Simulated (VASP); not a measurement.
# Ge (Imma) in VASP: further runs

Ge is run at these levels: PBEsol; tasks: single point.

Program: VASP 6.6.1. These are calculated values, not measurements. Logs are shortened: lines on timing, memory, paths and dates and some standing lists are left out, and cuts for length are marked.

### 1 The cell of the first run

Symmetry: Imma, No. 74, orthorhombic system. Conventional cell: a = 3.965 Å, b = 4.035 Å, c = 5.658 Å, α = 90.00°, β = 90.00°, γ = 90.00°. Ge (site symmetry mm2) has 4 Ge at 2.44 to 2.46 Å within 3.2 Å.

### 2 Single point, PBEsol (strain +0.0175 x Voigt [0, 0, 0, 0, 0, 1])

Input file INCAR:

```
SYSTEM = Ge
PREC = Accurate
ENCUT = 520
EDIFF = 1E-7
ISMEAR = 0
SIGMA = 0.15
LREAL = .False.
LASPH = .True.
NELM = 60
ALGO = Normal
ISIF = 2
LWAVE = .False.
LCHARG = .False.
GGA = PS
NBANDS = 21
```

Input file KPOINTS:

```
Automatic mesh
0
Gamma
  14 14 14
  0 0 0
```

Input file POSCAR:

```
Ge
1.0
    0.0247517375      2.8287700000      2.8287700000
    2.8287700000      0.0247517375      2.8287700000
    2.8535217375      2.8535217375      0.0000000000
Ge
2
Direct
    0.5000000000      0.5000000000      0.5000000000
    0.7500000000      0.7500000000      0.7500000000
```

Potentials or basis: VASP PAW PBE potentials, release 64 (Ge_d).

Started as:

```console
$ cat potpaw_PBE.64/Ge_d/POTCAR > POTCAR
$ mpirun -np 1 vasp_std > vasp.out
```

OUTCAR:

```text
SYSTEM = Ge
   PREC = Accurate
   ENCUT = 520
   EDIFF = 1E-7
   ISMEAR = 0
   LREAL = .False.
   LASPH = .True.
   NELM = 60
   ISIF = 2
   GGA = PS

 ion  position               nearest neighbor table
   1  0.500  0.500  0.500-   2 2.44   2 2.44   2 2.46   2 2.46
   2  0.750  0.750  0.750-   1 2.44   1 2.44   1 2.46   1 2.46

  LATTYP: Found a body centered orthorhombic cell.
 ALAT       =     3.9654806560
 B/A-ratio  =     1.0176544767
 C/A-ratio  =     1.4266971625

  Lattice vectors:

 A1 = (   2.8287700000,   0.0247517375,  -2.8287700000)
 A2 = (  -2.8287700000,  -0.0247517375,  -2.8287700000)
 A3 = (   0.0247517375,   2.8287700000,   2.8287700000)

Analysis of symmetry for initial positions (statically):
=====================================================================
 Subroutine PRICEL returns:
 Original cell was already a primitive cell.

 Routine SETGRP: Setting up the symmetry group for a
 body centered orthorhombic supercell.

 Subroutine GETGRP returns: Found  8 space group operations
 (whereof  4 operations were pure point group operations)
 out of a pool of  8 trial point group operations.

The static configuration has the point symmetry C_2v.
 The point group associated with its full space group is D_2h.

Analysis of symmetry for dynamics (positions and initial velocities):
=====================================================================
 Subroutine PRICEL returns:
 Original cell was already a primitive cell.

 Routine SETGRP: Setting up the symmetry group for a
 body centered orthorhombic supercell.

 Subroutine GETGRP returns: Found  8 space group operations
 (whereof  4 operations were pure point group operations)
 out of a pool of  8 trial point group operations.

The dynamic configuration has the point symmetry C_2v.
 The point group associated with its full space group is D_2h.

 Subroutine INISYM returns: Found  8 space group operations
 (whereof  4 operations are pure point group operations),
 and found     1 'primitive' translations

----------------------------------------------------------------------------------------

                                     Primitive cell

  volume of cell :      45.2678

  direct lattice vectors                    reciprocal lattice vectors
     0.024751737  2.828770000  2.828770000    -0.178315529  0.178315529  0.176755268
     2.828770000  0.024751737  2.828770000     0.178315529 -0.178315529  0.176755268
     2.853521737  2.853521737  0.000000000     0.175222075  0.175222075 -0.176755268

  length of vectors
     4.000561470  4.000561470  4.035489142     0.307953374  0.307953374  0.304381300

  position of ions in fractional coordinates (direct lattice)
     0.500000000  0.500000000  0.500000000
     0.750000000  0.750000000  0.750000000

  ion indices of the primitive-cell ions
   primitive index   ion index
                 1           1
                 2           2

----------------------------------------------------------------------------------------

 KPOINTS: Automatic mesh

Automatic generation of k-mesh.
 Grid dimensions read from file:
 generate k-points for:   14   14   14

 Generating k-lattice:

  Cartesian coordinates                     Fractional coordinates (reciprocal lattice)
    -0.012736824  0.012736824  0.012625376     0.071428571  0.000000000  0.000000000
     0.012736824 -0.012736824  0.012625376     0.000000000  0.071428571  0.000000000
     0.012515863  0.012515863 -0.012625376     0.000000000  0.000000000  0.071428571

  Length of vectors
     0.021996670  0.021996670  0.021741521

  Shift w.r.t. Gamma in fractional coordinates (k-lattice)
     0.000000000  0.000000000  0.000000000

 Subroutine IBZKPT returns following result:
 ===========================================

 Found    428 irreducible k-points:

 Following reciprocal coordinates:
            Coordinates               Weight
  0.000000  0.000000  0.000000      1.000000
  0.071429 -0.000000  0.000000      4.000000
  0.142857 -0.000000  0.000000      4.000000
  0.214286  0.000000  0.000000      4.000000
  0.285714  0.000000  0.000000      4.000000
  0.357143  0.000000  0.000000      4.000000
[... 16 lines left out ...]
  0.214286  0.142857  0.000000      4.000000
  0.285714  0.142857  0.000000      4.000000
 [... further k-points ...]
   k-points           NKPTS =    428   k-points in BZ     NKDIM =    428   number of bands    NBANDS=     21
   number of dos      NEDOS =    301   number of ions     NIONS =      2
   total plane-waves  NPLWV =  27000
   dimension x,y,z NGX =    30 NGY =   30 NGZ =   30
   dimension x,y,z NGXF=    60 NGYF=   60 NGZF=   60
   ions per type =               2
   NGX,Y,Z   is equivalent  to a cutoff of  12.47, 12.47, 12.36 a.u.
   NGXF,Y,Z  is equivalent  to a cutoff of  24.93, 24.93, 24.72 a.u.
 SYSTEM =  Ge
   PREC   = accura    normal or accurate (medium, high low for compatibility)
   ISTART =      0    job   : 0-new  1-cont  2-samecut
[... 40 lines left out ...]
  energy-cutoff  :      520.00
  volume of cell :       45.27
 maximum number of plane-waves:      1243
 NGX is ok and might be reduce to    30
   NGX = 15   NGY = 15   NGZ = 15

 number of electron      28.0000019 magnetization

 Free energy of the ion-electron system (eV)
  ---------------------------------------------------
  ext. energy  EPLUGINS =         0.00000000
  ---------------------------------------------------
  free energy    TOTEN  =        -9.87033395 eV

  energy without entropy =       -9.86970154  energy(sigma->0) =       -9.87001774

 E-fermi :   4.8971     XC(G=0): -10.1300

 val. band max:        4.8777741416   @ k =   0.0000   0.0000   0.0000
 cond. band min:       4.9150917352   @ k =   0.5000  -0.0000   0.0000
 fundamental gap:      0.0373175936
 Fermi energy:         4.8970885553

 k-point     1 :       0.0000    0.0000    0.0000
  band No.  band energies     occupation
      1     -19.9104      2.00000
      2     -19.9010      2.00000
      3     -19.8914      2.00000
      4     -19.8644      2.00000
      5     -19.8641      2.00000
      6     -19.6612      2.00000
[... 13 lines left out ...]
     20      14.3449      0.00000
     21      14.3480      0.00000

 k-point     2 :       0.0714   -0.0000    0.0000
  band No.  band energies     occupation
      1     -19.9112      2.00000
      2     -19.9024      2.00000
      3     -19.8957      2.00000
      4     -19.8598      2.00000
      5     -19.8587      2.00000
      6     -19.6648      2.00000
[... 13 lines left out ...]
     20      13.8141      0.00000
     21      13.8537      0.00000

 k-point     3 :       0.1429   -0.0000    0.0000
  band No.  band energies     occupation
      1     -19.9151      2.00000
      2     -19.9033      2.00000
      3     -19.9021      2.00000
      4     -19.8497      2.00000
      5     -19.8482      2.00000
      6     -19.6721      2.00000
[... 13 lines left out ...]
     20      13.2162      0.00000
     21      13.2956      0.00000

 k-point     4 :       0.2143    0.0000    0.0000
  band No.  band energies     occupation
      1     -19.9202      2.00000
      2     -19.9099      2.00000
      3     -19.8990      2.00000
      4     -19.8387      2.00000
      5     -19.8378      2.00000
      6     -19.6790      2.00000
[... 13 lines left out ...]
     20      12.9796      0.00000
     21      13.1010      0.00000

 k-point     5 :       0.2857    0.0000    0.0000
  band No.  band energies     occupation
      1     -19.9240      2.00000
      2     -19.9145      2.00000
      3     -19.8950      2.00000
      4     -19.8298      2.00000
      5     -19.8293      2.00000
      6     -19.6841      2.00000
[... 13 lines left out ...]
     20      13.2370      0.00000
     21      13.3981      0.00000
[... 382 lines left out ...]
     20      13.0442      0.00000
     21      13.6709      0.00000

 k-point    22 :       0.1429    0.1429    0.0000
  band No.  band energies     occupation
      1     -19.9170      2.00000
      2     -19.9093      2.00000
      3     -19.8995      2.00000
      4     -19.8524      2.00000
      5     -19.8350      2.00000
      6     -19.6931      2.00000
[... 13 lines left out ...]
     20      12.6649      0.00000
     21      14.6947      0.00000

 k-point    23 :       0.2143    0.1429    0.0000
  band No.  band energies     occupation
      1     -19.9235      2.00000
      2     -19.9058      2.00000
      3     -19.9043      2.00000
      4     -19.8446      2.00000
      5     -19.8227      2.00000
      6     -19.7063      2.00000
[... 13 lines left out ...]
     20      13.4679      0.00000
     21      14.5639      0.00000

 k-point    24 :       0.2857    0.1429    0.0000
  band No.  band energies     occupation
      1     -19.9314      2.00000
      2     -19.9098      2.00000
      3     -19.8975      2.00000
      4     -19.8353      2.00000
      5     -19.8112      2.00000
      6     -19.7167      2.00000
[... 13 lines left out ...]
     20      14.1189      0.00000
     21      14.5612      0.00000

 [... further k-points ...]

------------------------ aborting loop because EDIFF is reached ----------------------------------------

  FORCE on cell =-STRESS in cart. coord.  units (eV):
  Direction    XX          YY          ZZ          XY          YZ          ZX
  --------------------------------------------------------------------------------------
  -------------------------------------------------------------------------------------
  Total        0.1703532      0.1703532      0.1666866     -0.4114724      0.0000000      0.0000000
  in kB        6.0293607      6.0293607      5.8995864    -14.5633618      0.0000000      0.0000000
  external PRESSURE =       5.9861026 kB  Pullay stress =       0.0000000 kB

 VOLUME and BASIS-vectors are now :
 -----------------------------------------------------------------------------
  energy-cutoff  :      520.00
  volume of cell :       45.27
      direct lattice vectors                 reciprocal lattice vectors
     0.024751737  2.828770000  2.828770000    -0.178315529  0.178315529  0.176755268
     2.828770000  0.024751737  2.828770000     0.178315529 -0.178315529  0.176755268
     2.853521737  2.853521737  0.000000000     0.175222075  0.175222075 -0.176755268

 POSITION                                       TOTAL-FORCE (eV/Angst)
 -----------------------------------------------------------------------------------
      2.85352      2.85352      2.82877         0.000000      0.000000      0.152083
      4.28028      4.28028      4.24315         0.000000      0.000000     -0.152083
 -----------------------------------------------------------------------------------
    total drift:                                0.000000     -0.000000     -0.000000

  FREE ENERGIE OF THE ION-ELECTRON SYSTEM (eV)
  ---------------------------------------------------
  free  energy   TOTEN  =        -9.8703339476 eV

  energy  without entropy=       -9.8697015359  energy(sigma->0) =       -9.87001774
```

Run time: 13 min. Hardware: 1 thread of Intel Xeon 8259CL, shared host; peak memory 0.38 GiB.

Results:

```yaml
Free_energy: -9.8703 eV
Pressure: 0.6 GPa
Largest_force: 0.152 eV/Å
Band_gap_on_the_k_mesh: 0.02 eV
```

Forces in eV/Å, atoms in the order of the input:
```
Ge   0.000  0.000  0.152
Ge   0.000  0.000 -0.152
```

Stress tensor (GPa, compression positive):
```
 0.60 -1.46  0.00
-1.46  0.60  0.00
 0.00  0.00  0.59
```

Caveat: the cell differs from its parent crystal (strain +0.0175 x Voigt [0, 0, 0, 0, 0, 1]); the smearing spreads over this small gap; the PAW data sets were made with another functional, which shifts forces and pressure a little. A k mesh can miss the band edges.

### 3 Single point, PBEsol (strain +0.0125 x Voigt [0, 0, 0, 0, 0, 1])

Input file INCAR:

```
PREC = Accurate
ENCUT = 520
EDIFF = 1E-7
ISMEAR = 0
SIGMA = 0.15
LREAL = False
LASPH = True
NELM = 100
ALGO = Normal
ISIF = 2
LWAVE = False
LCHARG = False
GGA = PS
NBANDS = 21
```

Input file KPOINTS:

```
regular mesh
0
Gamma
  14 14 14
```

Input file POSCAR:

```
Ge
1.0
    0.0176798125      2.8287700000      2.8287700000
    2.8287700000      0.0176798125      2.8287700000
    2.8464498125      2.8464498125      0.0000000000
Ge
2
Direct
    0.5000000000      0.5000000000      0.5000000000
    0.7500000000      0.7500000000      0.7500000000
```

Potentials or basis: VASP PAW PBE potentials, release 64 (Ge_d).

Started as:

```console
$ cat potpaw_PBE.64/Ge_d/POTCAR > POTCAR
$ mpirun -np 1 vasp_std > vasp.out
```

It took 13 min on 1 thread of Intel Xeon 8259CL, shared host; peak memory 0.39 GiB.

It converged, with:

```
Free energy            : -9.8721 eV
Pressure               : 0.6 GPa
Largest force          : 0.109 eV/Å
Band gap on the k mesh : 0.01 eV
```

Forces in eV/Å, atoms in the order of the input:
```
Ge   0.000  0.000  0.109
Ge   0.000  0.000 -0.109
```

Stress tensor (GPa, compression positive):
```
 0.59 -1.04  0.00
-1.04  0.59  0.00
 0.00  0.00  0.58
```

Levels at points of the mesh, in eV from the valence-band top:
| k point | band 11 | band 12 | band 13 | band 14 | band 15 | band 16 | band 17 | band 18 |
| --- | --- | --- | --- | --- | --- | --- | --- | --- |
| (0.00, 0.00, 0.00) | -12.80 | -0.01 | -0.01 | 0.00 | 0.01 | 2.44 | 2.54 | 2.63 |
| (0.50, 0.00, 0.00) | -10.66 | -7.65 | -1.44 | -1.43 | 0.07 | 3.64 | 3.75 | 6.94 |
| (0.50, 0.50, 0.00) | -8.96 | -8.84 | -3.15 | -3.02 | 0.60 | 0.74 | 9.48 | 9.51 |
| (0.00, 0.00, 0.50) | -10.74 | -7.61 | -1.38 | -1.37 | 0.18 | 3.68 | 3.79 | 7.00 |
| (0.50, 0.00, 0.50) | -8.90 | -8.90 | -3.09 | -3.09 | 0.67 | 0.67 | 9.48 | 9.48 |

Caveat: the cell differs from its parent crystal (strain +0.0125 x Voigt [0, 0, 0, 0, 0, 1]); the smearing spreads over this small gap; the PAW data sets were made with another functional, which shifts forces and pressure a little. A k mesh can miss the band edges.

### 4 Single point, PBEsol (strain +0.0075 x Voigt [0, 0, 0, 0, 0, 1])

Input file INCAR:

```
ALGO     = Normal         # electronic algorithm
EDIFF    = 1E-6           # SCF threshold, eV
ENCUT    = 520            # plane-wave cutoff, eV
GGA      = PS             # functional
ISIF     = 2              # what is computed and relaxed
ISMEAR   = 0              # smearing method
LASPH    = True           # aspherical terms in the spheres
LCHARG   = True           # write CHGCAR
LELF     = True           # ELF
LREAL    = False          # projectors in reciprocal space
LVHAR    = True         
LWAVE    = False          # write WAVECAR
NBANDS   = 21             # bands
NELM     = 100            # most SCF steps
PREC     = Accurate       # precision mode
SIGMA    = 0.15           # smearing width, eV
```

Input file KPOINTS:

```
k-points
0
Gamma
  14 14 14
```

Input file POSCAR:

```
Ge
1.0
    0.0106078875      2.8287700000      2.8287700000
    2.8287700000      0.0106078875      2.8287700000
    2.8393778875      2.8393778875      0.0000000000
Ge
2
Direct
    0.5000000000      0.5000000000      0.5000000000
    0.7500000000      0.7500000000      0.7500000000
```

Started as:

```console
$ cat potpaw_PBE.64/Ge_d/POTCAR > POTCAR
$ mpirun -np 1 vasp_std > vasp.out
```

Run time: 12 min. Hardware: 1 thread of Intel Xeon 8259CL, shared host; peak memory 0.39 GiB.

Results (log left out):

| Quantity | Value |
| --- | --- |
| Free energy | -9.8733 eV |
| Pressure | 0.3 GPa |
| Largest force | 0.065 eV/Å |
| Band gap on the k mesh | 0.01 eV |

Forces on the atoms (eV/Å):
```
Ge   0.000  0.000  0.065
Ge   0.000  0.000 -0.065
```

Stress tensor (GPa, compression positive):
```
 0.26 -0.62  0.00
-0.62  0.26  0.00
 0.00  0.00  0.26
```

Levels at points of the mesh, in eV from the valence-band top:
```
           k point  band 12  band 13  band 14  band 15  band 16  band 17
(0.00, 0.00, 0.00)    -0.01    -0.01     0.00     0.01     2.48     2.54
(0.50, 0.00, 0.00)    -7.64    -1.43    -1.42     0.09     3.67     3.73
(0.50, 0.50, 0.00)    -8.86    -3.12    -3.05     0.62     0.71     9.48
(0.00, 0.00, 0.50)    -7.61    -1.39    -1.39     0.15     3.70     3.76
(0.50, 0.00, 0.50)    -8.90    -3.09    -3.09     0.67     0.67     9.49
```

Caveat: the cell differs from its parent crystal (strain +0.0075 x Voigt [0, 0, 0, 0, 0, 1]); the smearing spreads over this small gap; the PAW data sets were made with another functional, which shifts forces and pressure a little. A k mesh can miss the band edges.

### 5 Single point, PBEsol (strain +0.0025 x Voigt [0, 0, 0, 0, 0, 1])

Input file INCAR:

```
SYSTEM = Ge
ALGO = Normal
EDIFF = 1E-6
ENCUT = 520
GGA = PS
ISIF = 2
ISMEAR = 0
LASPH = .TRUE.
LCHARG = .TRUE.
LELF = .TRUE.
LREAL = .FALSE.
LVHAR = .TRUE.
LWAVE = .FALSE.
NBANDS = 21
NELM = 60
PREC = Accurate
SIGMA = 0.15
```

Input file KPOINTS:

```
k-points
0
G
  14 14 14
  0 0 0
```

Input file POSCAR:

```
Ge
1.0
    0.0035359625      2.8287700000      2.8287700000
    2.8287700000      0.0035359625      2.8287700000
    2.8323059625      2.8323059625      0.0000000000
Ge
2
Direct
    0.5000000000      0.5000000000      0.5000000000
    0.7500000000      0.7500000000      0.7500000000
```

Started as:

```console
$ cat potpaw_PBE.64/Ge_d/POTCAR > POTCAR
$ mpirun -np 1 vasp_std > vasp.out
```

Wall time 12 min (1 thread of Intel Xeon 8259CL, shared host); peak memory 0.39 GiB.

The run converged. Its results:

| Property | Result |
| --- | --- |
| Free energy | -9.8739 eV |
| Pressure | 0.2 GPa |
| Largest force | 0.022 eV/Å |
| Band gap on the k mesh | zero (filled and empty bands touch) |

Forces in eV/Å, atoms in the order of the input:
```
Ge   0.000  0.000  0.022
Ge   0.000  0.000 -0.022
```

Stress tensor (GPa, compression positive):
```
 0.24 -0.21  0.00
-0.21  0.24  0.00
 0.00  0.00  0.24
```

Levels at points of the mesh, in eV from the Fermi level:
```csv
k point,band 11,band 12,band 13,band 14,band 15,band 16,band 17,band 18
"(0.00, 0.00, 0.00)",-12.84,-0.05,-0.05,-0.04,-0.04,2.47,2.49,2.51
"(0.50, 0.00, 0.00)",-10.73,-7.67,-1.46,-1.46,0.07,3.65,3.68,6.92
"(0.50, 0.50, 0.00)",-8.96,-8.93,-3.14,-3.12,0.61,0.64,9.45,9.45
"(0.00, 0.00, 0.50)",-10.75,-7.67,-1.45,-1.45,0.09,3.66,3.68,6.93
"(0.50, 0.00, 0.50)",-8.95,-8.95,-3.13,-3.13,0.62,0.62,9.45,9.45
```

Caveat: the cell differs from its parent crystal (strain +0.0025 x Voigt [0, 0, 0, 0, 0, 1]); semilocal functionals underestimate gaps, and a narrow one can read as zero; the PAW data sets were made with another functional, which shifts forces and pressure a little.

### 6 The runs side by side

```csv
cell,gap on the mesh (eV),pressure (GPa),largest force (eV/Å)
"a = 4.001, b = 4.001, c = 4.035 Å, angles 59.7, 59.7, 59.4°, 2 atoms",0.02,0.6,0.15
"a = 4.001, b = 4.001, c = 4.025 Å, angles 59.8, 59.8, 59.6°, 2 atoms",0.01,0.6,0.11
"a = 4.000, b = 4.000, c = 4.015 Å, angles 59.9, 59.9, 59.8°, 2 atoms",0.01,0.3,0.06
"a = 4.000, b = 4.000, c = 4.005 Å, angles 60.0°, 2 atoms",none,0.2,0.02
```

Alike in all rows: task single point; level PBEsol; potentials or basis VASP PAW PBE potentials, release 64 (Ge_d); no spin polarisation; k mesh 14 × 14 × 14; cutoff (eV) 520; smearing gaussian 0.15 eV.

Caveats: the PAW data sets were made with another functional, which shifts forces and pressure a little; the smearing spreads over this small gap (at least some runs); semilocal functionals underestimate gaps, and a narrow one can read as zero (at least some runs).

Total energies depend on the potentials used, so only differences within one code and one set of settings carry meaning.

The gap in the log of VASP goes by the Fermi energy; the results here count the filled bands.